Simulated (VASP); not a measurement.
# WSe2: single point with PBE

Crystal: WSe2.

```
W Se
1.0
     3.29974    0.00000    0.00000
    -1.64987    2.85766    0.00000
     0.00000    0.00000   13.14969
W Se
2 4
Direct
  0.66667 0.33333 0.24998
  0.33333 0.66667 0.75002
  0.33333 0.66667 0.37664
  0.66667 0.33333 0.87667
  0.33333 0.66667 0.12333
  0.66667 0.33333 0.62336
```

```
Program             : VASP 6.6.1
Task                : single point
Functional          : PBE
Potentials or basis : VASP PAW PBE potentials, release 64 (W_sv, Se)
Cutoff              : 520 eV
k mesh              : 12 × 12 × 2
Occupations         : gaussian, width 0.01 eV
Spin                : no spin polarisation
```

| Quantity | Value |
| --- | --- |
| Pressure | 3.7 GPa |
| Largest force | 0.324 eV/Å |
| Band gap on the k mesh | 1.04 eV, indirect (least direct gap 1.49 eV) |

Forces in eV/Å, atoms in the order of the input:
```
W    0.000  0.000  0.000
W    0.000  0.000  0.000
Se   0.000  0.000  0.324
Se   0.000  0.000  0.324
Se   0.000  0.000 -0.324
Se   0.000  0.000 -0.324
```

Stress tensor (GPa, compression positive):
```
3.08 0.00 0.00
0.00 3.08 0.00
0.00 0.00 4.82
```

Levels at points of the mesh, in eV from the valence-band top:
```
           k point  band 24  band 25  band 26  band 27  band 28  band 29
(0.00, 0.00, 0.00)    -1.16    -1.03     0.00     2.64     2.64     2.68
(0.50, 0.00, 0.00)    -1.36    -1.26    -1.16     2.10     2.13     2.34
(0.00, 0.00, 0.50)    -1.55    -0.22    -0.22     2.65     2.65     2.65
(0.50, 0.00, 0.50)    -1.31    -1.26    -1.26     2.11     2.11     2.50
```

It took 3 min on 1 thread of Intel Xeon 6975P-C, on a shared host, peak memory 0.33 GiB.

Caveat: spin-orbit coupling is left out, which moves the levels of the heavy elements. PBE gaps usually lie below the measured ones, often by a third to a half.
